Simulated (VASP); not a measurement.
# Ba (R-3m) in VASP: further runs

Runs on Ba. Level: r2SCAN. Tasks: single point.

Program: VASP 6.6.1. These are calculated values, not measurements. Logs are shortened: lines on timing, memory, paths and dates and some standing lists are left out, and cuts for length are marked.

**1. The cell of the first run**

It takes space group R-3m (No. 166, trigonal). The conventional cell has a = 3.349 Å, b = 3.349 Å, c = 8.066 Å, α = 90.00°, β = 90.00°, γ = 120.00°. Within 4.4 Å of Ba (site symmetry -3m) lie 12 Ba at 3.31 to 3.35 Å.

**2. Single point, r2SCAN**

File POSCAR:

```
Ba
1.0
    3.3114792124     -0.0214551603     -0.0151710893
    1.6371588923      2.8785527022     -0.0151710893
    1.6371588923      0.9452141272      2.7189825440
Ba
1
Direct
    0.0000000000      0.0000000000      0.0000000000
```

File INCAR.step1:

```
PREC = Accurate ; ENCUT = 520
ISMEAR = 1 ; SIGMA = 0.1
LREAL = False ; LASPH = True
NELM = 60 ; ISYM = 0
NBANDS = 11 ; GGA = PE
ALGO = Normal ; EDIFF = 1E-4
LWAVE = True ; LCHARG = False
```

File INCAR.step2:

```
PREC = Accurate ; ENCUT = 520
EDIFF = 1E-6 ; ISMEAR = 1
SIGMA = 0.1 ; LREAL = False
LASPH = True ; NELM = 60
ALGO = Normal ; ISIF = 2
LWAVE = False ; LCHARG = False
METAGGA = R2SCAN ; LMIXTAU = True
ISYM = 0 ; NBANDS = 11
ISTART = 1
```

File KPOINTS:

```
Automatic mesh
0
Gamma
  6 6 6
  0.5 0.5 0.5
```

Potentials or basis: VASP PAW PBE potentials, release 64 (Ba_sv).

The run is started by

```sh
$ cat potpaw_PBE.64/Ba_sv/POTCAR > POTCAR
$ cp INCAR.step1 INCAR
$ mpirun -np 1 vasp_std > vasp.out
$ cp INCAR.step2 INCAR
$ mpirun -np 1 vasp_std > vasp.out
```

OUTCAR:

```text
PREC = Accurate
   ENCUT = 520
   EDIFF = 1E-6
   ISMEAR = 1
   LREAL = False
   LASPH = True
   NELM = 60
   ISIF = 2
   METAGGA = R2SCAN
   ISYM = 0
   ISTART = 1

 ion  position               nearest neighbor table
   1  0.000  0.000  0.000-

IMPORTANT INFORMATION: All symmetrisations will be switched off!
NOSYMM: (Re-)initialisation of all symmetry stuff for point group C_1.

----------------------------------------------------------------------------------------

                                     Primitive cell

  volume of cell :      26.1096

  direct lattice vectors                    reciprocal lattice vectors
     3.311479212 -0.021455160 -0.015171089     0.300313700 -0.171440455 -0.121226709
     1.637158892  2.878552702 -0.015171089     0.001685061  0.345799521 -0.121226709
     1.637158892  0.945214127  2.718982544     0.001685061  0.000972870  0.366431818

  length of vectors
     3.311583467  3.311583467  3.311583467     0.366436984  0.366436984  0.366436984

  position of ions in fractional coordinates (direct lattice)
     0.000000000  0.000000000  0.000000000

  ion indices of the primitive-cell ions
   primitive index   ion index
                 1           1

----------------------------------------------------------------------------------------

 KPOINTS: Automatic mesh

Automatic generation of k-mesh.
 Grid dimensions read from file:
 generate k-points for:    6    6    6

 Generating k-lattice:

  Cartesian coordinates                     Fractional coordinates (reciprocal lattice)
     0.050052283 -0.028573409 -0.020204451     0.166666667 -0.000000000 -0.000000000
     0.000280843  0.057633254 -0.020204451     0.000000000  0.166666667  0.000000000
     0.000280843  0.000162145  0.061071970    -0.000000000 -0.000000000  0.166666667

  Length of vectors
     0.061072831  0.061072831  0.061072831

  Shift w.r.t. Gamma in fractional coordinates (k-lattice)
     0.500000000  0.500000000  0.500000000

 Subroutine IBZKPT returns following result:
 ===========================================

 Found    108 irreducible k-points:

 Following reciprocal coordinates:
            Coordinates               Weight
  0.083333  0.083333  0.083333      2.000000
  0.250000  0.083333  0.083333      2.000000
  0.083333  0.250000  0.083333      2.000000
  0.083333  0.083333  0.250000      2.000000
  0.416667  0.083333  0.083333      2.000000
  0.083333  0.416667  0.083333      2.000000
[... 16 lines left out ...]
 -0.250000 -0.416667 -0.083333      2.000000
  0.250000  0.083333  0.416667      2.000000
 [... further k-points ...]
   k-points           NKPTS =    108   k-points in BZ     NKDIM =    108   number of bands    NBANDS=     11
   number of dos      NEDOS =    301   number of ions     NIONS =      1
   total plane-waves  NPLWV =  21952
   dimension x,y,z NGX =    28 NGY =   28 NGZ =   28
   dimension x,y,z NGXF=    56 NGYF=   56 NGZF=   56
   ions per type =               1
   NGX,Y,Z   is equivalent  to a cutoff of  14.06, 14.06, 14.06 a.u.
   NGXF,Y,Z  is equivalent  to a cutoff of  28.11, 28.11, 28.11 a.u.
 SYSTEM =  unknown system
   PREC   = accura    normal or accurate (medium, high low for compatibility)
   ISTART =      1    job   : 0-new  1-cont  2-samecut
   ICHARG =      0    charge: 1-file 2-atom 10-const
   ISPIN  =      1    spin polarized calculation?
   LNONCOLLINEAR =      F non collinear calculations
   LSORBIT =      F    spin-orbit coupling
   LASPH  =      T    aspherical Exc in radial PAW
   ENCUT  =  520.0 eV  38.22 Ry    6.18 a.u.   6.16  6.16  6.16*2*pi/ulx,y,z
   NELM   =     60;   NELMIN=  2; NELMDL=  0     # of ELM steps
   EDIFF  = 0.1E-05   stopping-criterion for ELM
   LREAL  =      F    real-space projection
   EDIFFG = 0.1E-04   stopping-criterion for IOM
   NSW    =      0    number of steps for IOM
   IBRION =     -1    ionic relax: 0-MD 1-quasi-New 2-CG
   NFREE  =      0    steps in history (QN), initial steepest desc. (CG)
   ISIF   =      2    stress and relaxation
   ISYM   =      0    0-nonsym 1-usesym 2-fastsym
   POTIM  = 0.5000    time-step for ionic-motion
   TEBEG  =    0.0;   TEEND  =   0.0 temperature during run
   PSTRESS=    0.0 pullay stress
   NELECT =      10.0000    total number of electrons
   NUPDOWN=      -1.0000    fix difference up-down
   EMIN   =  10.00;   EMAX   =-10.00  energy-range for DOS
   EFERMI =   0.00;   METHOD = LEGACY
   ISMEAR =     1;   SIGMA  =   0.10  broadening in eV -4-tet -1-fermi 0-gaus
   EFERMI_NEDOS =   21; number of points for ismear=-14 and -15
   IALGO  =     38    algorithm
   IMIX   =      4    mixing-type and parameters
     AMIX     =   0.40;   BMIX     =  1.00
     AMIX_MAG =   1.60;   BMIX_MAG =  1.00
  volume/ion in A,a.u.               =      26.11       176.20
  Fermi-wavevector in a.u.,A,eV,Ry     =   1.188889  2.246675 19.231255  1.413457
  Thomas-Fermi vector in A             =   2.325009
   LORBIT       =      0    0 simple, 1 ext, 2 COOP (PROOUT), +10 PAW based schemes
   METAGGA = R2SCAN    functional components
   LHFCALC =     F    Hartree Fock is set to
   AEXX    =    0.0000 exact exchange contribution
   IVDW    =     0    specifies the selected vdW correction
   LEPSILON=     F    determine dielectric tensor
   LRPA    =     F    only Hartree local field effects (RPA)
 non-spin polarized calculation
 Methfessel and Paxton  Order N= 1 SIGMA  =   0.10
  energy-cutoff  :      520.00
  volume of cell :       26.11
 maximum number of plane-waves:       712
 NGX is ok and might be reduce to    28
   NGX = 13   NGY = 13   NGZ = 13

 number of electron      10.0000000 magnetization

 Free energy of the ion-electron system (eV)
  ---------------------------------------------------
  ext. energy  EPLUGINS =         0.00000000
  ---------------------------------------------------
  free energy    TOTEN  =       -24.78205370 eV

  energy without entropy =      -24.78279272  energy(sigma->0) =      -24.78230004

 E-fermi :   6.5024     XC(G=0): -11.5476

 val. band max:        6.3938874785   @ k =  -0.2500  -0.0833  -0.2500
 cond. band min:       6.5992082749   @ k =   0.0833   0.0833  -0.0833
 fundamental gap:      0.2053207964
 Fermi energy:         6.5024272095

 k-point     1 :       0.0833    0.0833    0.0833
  band No.  band energies     occupation
      1     -23.8701      2.00000
      2      -6.1809      2.00000
      3      -5.9144      2.00000
      4      -5.9144      2.00000
      5       5.8214      2.00000
      6       8.7266      0.00000
      7       8.9220      0.00000
      8       8.9220      0.00000
      9      12.6364      0.00000
     10      12.6364      0.00000
     11      15.4549      0.00000

 k-point     2 :       0.2500    0.0833    0.0833
  band No.  band energies     occupation
      1     -23.5500      2.00000
      2      -7.7802      2.00000
      3      -6.3389      2.00000
      4      -5.9879      2.00000
      5       6.7093     -0.01274
      6       8.1891     -0.00000
      7       9.3936      0.00000
      8       9.6783      0.00000
      9      11.1775      0.00000
     10      13.3952      0.00000
     11      16.9821      0.00000

 k-point     3 :       0.0833    0.2500    0.0833
  band No.  band energies     occupation
      1     -23.5500      2.00000
      2      -7.7802      2.00000
      3      -6.3389      2.00000
      4      -5.9879      2.00000
      5       6.7093     -0.01274
      6       8.1891     -0.00000
      7       9.3936      0.00000
      8       9.6783      0.00000
      9      11.1775      0.00000
     10      13.3952      0.00000
     11      16.9821      0.00000

 k-point     4 :       0.0833    0.0833    0.2500
  band No.  band energies     occupation
      1     -23.5500      2.00000
      2      -7.7802      2.00000
      3      -6.3389      2.00000
      4      -5.9879      2.00000
      5       6.7093     -0.01274
      6       8.1891     -0.00000
      7       9.3936      0.00000
      8       9.6783      0.00000
      9      11.1775      0.00000
     10      13.3952      0.00000
     11      16.9821      0.00000

 k-point     5 :       0.4167    0.0833    0.0833
  band No.  band energies     occupation
      1     -23.0013      2.00000
      2      -9.8568      2.00000
      3      -6.6729      2.00000
      4      -6.2932      2.00000
      5       5.7856      2.00000
      6       8.4658     -0.00000
      7       8.7449      0.00000
      8      11.2647      0.00000
      9      13.3309      0.00000
     10      15.4860      0.00000
     11      16.9106      0.00000

 k-point     6 :       0.0833    0.4167    0.0833
  band No.  band energies     occupation
      1     -23.0013      2.00000
      2      -9.8568      2.00000
      3      -6.6729      2.00000
      4      -6.2932      2.00000
      5       5.7856      2.00000
      6       8.4658     -0.00000
      7       8.7449      0.00000
      8      11.2647      0.00000
      9      13.3309      0.00000
     10      15.4860      0.00000
     11      16.9106      0.00000

 k-point     7 :       0.0833    0.0833    0.4167
  band No.  band energies     occupation
      1     -23.0013      2.00000
      2      -9.8568      2.00000
      3      -6.6729      2.00000
      4      -6.2932      2.00000
      5       5.7856      2.00000
      6       8.4658     -0.00000
      7       8.7449      0.00000
      8      11.2647      0.00000
      9      13.3309      0.00000
     10      15.4860      0.00000
     11      16.9106      0.00000

 k-point     8 :      -0.4167    0.0833    0.0833
  band No.  band energies     occupation
      1     -22.7927      2.00000
      2     -10.5021      2.00000
      3      -6.6725      2.00000
      4      -6.5153      2.00000
      5       5.4762      2.00000
      6       7.9432     -0.00000
      7       8.5994      0.00000
      8      12.5850      0.00000
      9      15.2208      0.00000
     10      16.3322      0.00000
     11      17.8066      0.00000
[... 141 lines left out ...]
 k-point    19 :       0.0833    0.2500    0.2500
  band No.  band energies     occupation
      1     -23.3897      2.00000
      2      -7.9662      2.00000
      3      -6.6067      2.00000
      4      -6.4863      2.00000
      5       6.3939      2.06374
      6       7.0914     -0.00000
      7       9.6349      0.00000
      8      10.7284      0.00000
      9      11.9376      0.00000
     10      13.9738      0.00000
     11      18.6949      0.00000

 k-point    20 :       0.4167    0.2500    0.0833
  band No.  band energies     occupation
      1     -22.9321      2.00000
      2      -9.2774      2.00000
      3      -7.3761      2.00000
      4      -6.7583      2.00000
      5       6.0187      2.00000
      6       6.7539     -0.00217
      7       9.3527      0.00000
      8      11.7175      0.00000
      9      13.6912      0.00000
     10      17.3324      0.00000
     11      19.4217      0.00000

 k-point    21 :      -0.4167   -0.0833   -0.2500
  band No.  band energies     occupation
      1     -22.9321      2.00000
      2      -9.2774      2.00000
      3      -7.3761      2.00000
      4      -6.7583      2.00000
      5       6.0187      2.00000
      6       6.7539     -0.00217
      7       9.3527      0.00000
      8      11.7175      0.00000
      9      13.6912      0.00000
     10      17.3324      0.00000
     11      19.4217      0.00000

 k-point    22 :       0.0833    0.4167    0.2500
  band No.  band energies     occupation
      1     -22.9321      2.00000
      2      -9.2774      2.00000
      3      -7.3761      2.00000
      4      -6.7583      2.00000
      5       6.0187      2.00000
      6       6.7539     -0.00217
      7       9.3527      0.00000
      8      11.7175      0.00000
      9      13.6912      0.00000
     10      17.3324      0.00000
     11      19.4217      0.00000

 k-point    23 :      -0.2500   -0.4167   -0.0833
  band No.  band energies     occupation
      1     -22.9321      2.00000
      2      -9.2774      2.00000
      3      -7.3761      2.00000
      4      -6.7583      2.00000
      5       6.0187      2.00000
      6       6.7539     -0.00217
      7       9.3527      0.00000
      8      11.7175      0.00000
      9      13.6912      0.00000
     10      17.3324      0.00000
     11      19.4217      0.00000

 k-point    24 :       0.2500    0.0833    0.4167
  band No.  band energies     occupation
      1     -22.9321      2.00000
      2      -9.2774      2.00000
      3      -7.3761      2.00000
      4      -6.7583      2.00000
      5       6.0187      2.00000
      6       6.7539     -0.00217
      7       9.3527      0.00000
      8      11.7175      0.00000
      9      13.6912      0.00000
     10      17.3324      0.00000
     11      19.4217      0.00000

 [... further k-points ...]
[... 5 lines left out ...]
  --------------------------------------------------------------------------------------
  -------------------------------------------------------------------------------------
  Total        4.0186289      4.0102169      4.0081138      0.0072851      0.0029741      0.0051514
  in kB      246.5971478    246.0809622    245.9519036      0.4470421      0.1825012      0.3161052
  external PRESSURE =     246.2100045 kB  Pullay stress =       0.0000000 kB

 VOLUME and BASIS-vectors are now :
 -----------------------------------------------------------------------------
  energy-cutoff  :      520.00
  volume of cell :       26.11
      direct lattice vectors                 reciprocal lattice vectors
     3.311479212 -0.021455160 -0.015171089     0.300313700 -0.171440455 -0.121226709
     1.637158892  2.878552702 -0.015171089     0.001685061  0.345799521 -0.121226709
     1.637158892  0.945214127  2.718982544     0.001685061  0.000972870  0.366431818

 POSITION                                       TOTAL-FORCE (eV/Angst)
 -----------------------------------------------------------------------------------
      0.00000      0.00000      0.00000         0.000000      0.000000      0.000000
 -----------------------------------------------------------------------------------
    total drift:                                0.000000      0.000000      0.000000

  FREE ENERGIE OF THE ION-ELECTRON SYSTEM (eV)
  ---------------------------------------------------
  free  energy   TOTEN  =       -24.7820537020 eV

  energy  without entropy=      -24.7827927163  energy(sigma->0) =      -24.78230004
```

It took 65 s on 1 thread of Intel Xeon 6975P-C (Granite Rapids), shared host; peak memory 0.18 GiB.

Results:

| Quantity | Value |
| --- | --- |
| Free energy | -24.7821 eV |
| Pressure | 24.6 GPa |
| Band gap on the k mesh | zero (band 5 reaches 6.95 eV, above the bottom of band 6 at 4.59 eV) |

Caveat: the k points lie up to 0.38 Å⁻¹ apart; the PAW data sets were made with another functional, which shifts forces and pressure a little; spin-orbit coupling is left out, which moves the levels of the heavy elements.

**3. Single point, r2SCAN**

This run uses another cell than the first one, of 34.60 Å³/atom, 1.325 times its volume.

File POSCAR:

```
Ba
1.0
    3.6642315665      0.0075377848      0.0053300188
    1.8386436964      3.1695487295      0.0053300188
    1.8386436964      1.0615414331      2.9865025270
Ba
1
Direct
    0.0000000000      0.0000000000      0.0000000000
```

File INCAR.step1:

```
PREC     = Accurate       # precision mode
ENCUT    = 520            # plane-wave cutoff, eV
ISMEAR   = 1              # smearing method
SIGMA    = 0.1            # smearing width, eV
LREAL    = False          # projectors in reciprocal space
LASPH    = True           # aspherical terms in the spheres
NELM     = 80             # most SCF steps
NBANDS   = 11             # bands
ISYM     = 0            
GGA      = PE             # functional
ALGO     = Normal         # electronic algorithm
EDIFF    = 1E-4           # SCF threshold, eV
LWAVE    = True           # write WAVECAR
LCHARG   = False          # write CHGCAR
```

File INCAR.step2:

```
PREC     = Accurate       # precision mode
ENCUT    = 520            # plane-wave cutoff, eV
EDIFF    = 1E-6           # SCF threshold, eV
ISMEAR   = 1              # smearing method
SIGMA    = 0.1            # smearing width, eV
LREAL    = False          # projectors in reciprocal space
LASPH    = True           # aspherical terms in the spheres
NELM     = 80             # most SCF steps
ALGO     = Normal         # electronic algorithm
ISIF     = 2              # what is computed and relaxed
LWAVE    = False          # write WAVECAR
LCHARG   = True           # write CHGCAR
METAGGA  = R2SCAN         # meta-GGA
LMIXTAU  = True         
LELF     = True           # ELF
LVHAR    = True         
NBANDS   = 11             # bands
ISYM     = 0            
ISTART   = 1
```

KPOINTS is that of step 2.

Potentials or basis: VASP PAW PBE potentials, release 64 (Ba_sv).

The run is started by

```sh
$ cat potpaw_PBE.64/Ba_sv/POTCAR > POTCAR
$ cp INCAR.step1 INCAR
$ mpirun -np 1 vasp_std > vasp.out
$ cp INCAR.step2 INCAR
$ mpirun -np 1 vasp_std > vasp.out
```

Run time: 70 s. Hardware: 1 thread of Intel Xeon 6975P-C (Granite Rapids), shared host; peak memory 0.18 GiB.

Results (log left out):

* Free energy: -25.6374 eV
* Pressure: 11.3 GPa
* Band gap on the k mesh: zero (band 5 reaches 4.96 eV, above the bottom of band 6 at 3.50 eV)

Levels at points of the mesh, in eV from the Fermi level:
```
           k point  band 3  band 4  band 5  band 6  band 7  band 8
(0.08, 0.08, 0.08)  -13.02  -13.02   -1.91    2.22    2.64    2.64
```

Caveat: the PAW data sets were made with another functional, which shifts forces and pressure a little; spin-orbit coupling is left out, which moves the levels of the heavy elements.

**4. Single point, r2SCAN**

This run uses another cell than the first one, of 42.60 Å³/atom, 1.632 times its volume.

File POSCAR:

```
Ba
1.0
    3.9043016360     -0.0185886113     -0.0131441331
    1.9360526084      3.3905187065     -0.0131441331
    1.9360526084      1.1177804946      3.2009930698
Ba
1
Direct
    0.0000000000      0.0000000000      0.0000000000
```

File INCAR.step1:

```
SYSTEM = Ba
PREC = Accurate ; ENCUT = 520
ISMEAR = 1 ; SIGMA = 0.1
LREAL = .False. ; LASPH = .True.
NELM = 60 ; ISYM = 0
NBANDS = 11 ; GGA = PE
ALGO = Normal ; EDIFF = 1E-4
LWAVE = .True. ; LCHARG = .False.
```

File INCAR.step2:

```
SYSTEM = Ba
PREC = Accurate ; ENCUT = 520
EDIFF = 1E-6 ; ISMEAR = 1
SIGMA = 0.1 ; LREAL = .False.
LASPH = .True. ; NELM = 60
ALGO = Normal ; ISIF = 2
LWAVE = .False. ; LCHARG = .False.
METAGGA = R2SCAN ; LMIXTAU = .True.
ISYM = 0 ; NBANDS = 11
ISTART = 1
```

KPOINTS is that of step 3.

The run is started by

```sh
$ cat potpaw_PBE.64/Ba_sv/POTCAR > POTCAR
$ cp INCAR.step1 INCAR
$ mpirun -np 1 vasp_std > vasp.out
$ cp INCAR.step2 INCAR
$ mpirun -np 1 vasp_std > vasp.out
```

Wall time 89 s (1 thread of Intel Xeon 6975P-C (Granite Rapids), shared host); peak memory 0.2 GiB.

It converged, with:

```yaml
Free_energy: -26.0431 eV
Pressure: 5.4 GPa
Band_gap_on_the_k_mesh: zero (band 5 reaches 3.54 eV, above the bottom of band 6 at 2.86 eV)
```

Levels at points of the mesh, in eV from the Fermi level:
| k point | band 1 | band 2 | band 3 | band 4 | band 5 | band 6 | band 7 | band 8 | band 9 | band 10 |
| --- | --- | --- | --- | --- | --- | --- | --- | --- | --- | --- |
| (0.08, 0.08, 0.08) | -29.49 | -13.67 | -13.61 | -13.61 | -2.50 | 2.20 | 2.39 | 2.39 | 4.66 | 4.66 |

Caveat: the PAW data sets were made with another functional, which shifts forces and pressure a little; spin-orbit coupling is left out, which moves the levels of the heavy elements.

[end of part 1 of 2]
